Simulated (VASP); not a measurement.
Here is a VASP 6.6.1 calculation.

Contents of INCAR:

```
PREC     = Accurate       # precision mode
ENCUT    = 520            # plane-wave cutoff, eV
EDIFF    = 1E-7           # SCF threshold, eV
ISMEAR   = -1             # smearing method
SIGMA    = 0.1            # smearing width, eV
LREAL    = F              # projectors in reciprocal space
LASPH    = T              # aspherical terms in the spheres
NELM     = 80             # most SCF steps
ALGO     = Normal         # electronic algorithm
ISIF     = 2              # what is computed and relaxed
LWAVE    = F              # write WAVECAR
LCHARG   = F              # write CHGCAR
GGA      = B5             # functional
ALDAX    = 1.0          
AGGAX    = 1.0          
AGGAC    = 1.0          
ALDAC    = 0.0          
NBANDS   = 12             # bands
```

KPOINTS

```
regular mesh
0
Gamma
  10 10 10
```

POSCAR

```
La
1.0
    3.4409611361      0.0000000000      0.0000000000
    0.0000000000      3.4409611361      0.0000000000
    0.0000000000      0.0000000000      3.4409611361
La
1
Direct
    0.0000000000      0.0000000000      0.0000000000
```

Potentials or basis: VASP PAW PBE potentials, release 64 (La).

Launch:

```console
$ cat potpaw_PBE.64/La/POTCAR > POTCAR
$ mpirun -np 1 vasp_std > vasp.out
```

(1) What does it give for the pressure?

## Answers

(1) -0.1 GPa.

Caveat: the PAW data sets were made with another functional, which shifts forces and pressure a little.
